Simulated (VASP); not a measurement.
A run of VASP 6.6.1 is set up as follows.

INCAR

```
ALGO     = Normal         # electronic algorithm
EDIFF    = 1E-6           # SCF threshold, eV
ENCUT    = 700            # plane-wave cutoff, eV
GGA      = PE             # functional
GGA_COMPAT= F            
ISIF     = 2              # what is computed and relaxed
ISMEAR   = 0              # smearing method
LASPH    = T              # aspherical terms in the spheres
LCHARG   = F              # write CHGCAR
LREAL    = F              # projectors in reciprocal space
LWAVE    = F              # write WAVECAR
NBANDS   = 44             # bands
NELM     = 120            # most SCF steps
PREC     = Accurate       # precision mode
SIGMA    = 0.1            # smearing width, eV
```

Contents of KPOINTS:

```
k-points
0
Gamma
  6 6 2
```

POSCAR

```
BeCdO2
1.0
    2.8972552730      0.0000000000      0.0000000000
   -1.4486276365      2.5090966677      0.0000000000
    0.0000000000      0.0000000000     10.9887075729
Be Cd O
2 2 4
Direct
    0.3333333333      0.6666666667      0.7500000000
    0.6666666667      0.3333333333      0.2500000000
    0.0000000000      0.0000000000      0.5000000000
    0.0000000000      0.0000000000      0.0000000000
    0.3333333333      0.6666666667      0.3517884225
    0.6666666667      0.3333333333      0.8517884225
    0.6666666667      0.3333333333      0.6482115775
    0.3333333333      0.6666666667      0.1482115775
```

Potentials or basis: VASP PAW PBE potentials, release 64 (Be, Cd_sv_GW, O).

Command:

```sh
$ cat potpaw_PBE.64/Be/POTCAR potpaw_PBE.64/Cd_sv_GW/POTCAR potpaw_PBE.64/O/POTCAR > POTCAR
$ mpirun -np 1 vasp_std > vasp.out
```

**Question.** Predict the band gap on the k mesh.

**Answer.** 0.26 eV (least direct gap 0.68 eV).

**Question.** Predict the pressure.

**Answer.** -0.2 GPa.

Caveat: semilocal functionals underestimate gaps, and a narrow one can read as zero. A k mesh can miss the band edges.
